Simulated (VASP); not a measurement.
# Al: single point with PBE

Al:

```
Al
1.0
    -1.64342    1.64342    1.52509
     1.64342   -1.64342    1.52509
     1.64342    1.64342   -1.52509
Al
1
Direct
  0.00000 0.00000 0.00000
```

This cell differs from its parent crystal: volume 16.476 Å^3 an atom, c/a of the conventional cell 0.9280.

```yaml
Program: VASP 6.6.1
Task: single point
Functional: PBE
Potentials_or_basis: VASP PAW PBE potentials, release 64 (Al)
Cutoff: 520 eV
k_mesh: 22 × 22 × 22
Occupations: gaussian, width 0.15 eV
Spin: no spin polarisation
Dipole_correction: no
Further_INCAR_settings: ALGO = Normal; EDIFF = 1e-06; NBANDS = 8
```

| Item | Value |
| --- | --- |
| Pressure | 1.9 GPa |

Stress tensor (GPa, compression positive):
```
2.56 0.00 0.00
0.00 2.56 0.00
0.00 0.00 0.64
```

Levels at points of the mesh, in eV from the Fermi level:
| k point | band 1 | band 2 | band 3 | band 4 | band 5 |
| --- | --- | --- | --- | --- | --- |
| (0.00, 0.00, 0.00) | -11.13 | 12.16 | 13.97 | 13.97 | 14.21 |
| (0.50, 0.00, 0.00) | -4.18 | -3.59 | 7.77 | 7.80 | 9.42 |
| (0.50, 0.50, 0.00) | -4.54 | -4.31 | 9.23 | 9.42 | 11.27 |
| (0.50, 0.50, 0.50) | 1.21 | 1.21 | 2.61 | 2.93 | 3.35 |

It took 36 s on 1 thread of Intel(R) Xeon(R) Platinum 8488C (Sapphire Rapids), with other jobs on the host, peak memory 0.21 GiB.
